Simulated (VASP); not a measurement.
The system is Mo.

```
Mo
1.0
    -1.55656    1.55656    1.55656
     1.55656   -1.55656    1.55656
     1.55656    1.55656   -1.55656
Mo
1
Cartesian
  0.0000 0.0000 0.0000
```

Program: VASP 6.6.1. Alike in all runs: task single point; level LDA; potentials or basis VASP PAW LDA potentials, release 64 (Mo_sv); no spin polarisation; cell as given; cutoff (eV) 520.

**Question.** Order these runs on this cell by their pressure, lowest first.
A. k mesh 14 × 14 × 14; smearing fermi-dirac 0.1 eV
B. k mesh 5 × 5 × 5; smearing fermi-dirac 0.1 eV
C. k mesh 14 × 14 × 14; smearing fermi-dirac 0.6 eV
D. k mesh 2 × 2 × 2; smearing fermi-dirac 0.1 eV
E. k mesh 14 × 14 × 14; smearing fermi-dirac 1 eV

**Answer.** B (-1.8 GPa), A (1.2 GPa), C (6.6 GPa), D (9.1 GPa), E (20.6 GPa).

Caveats: some runs use coarse meshes.
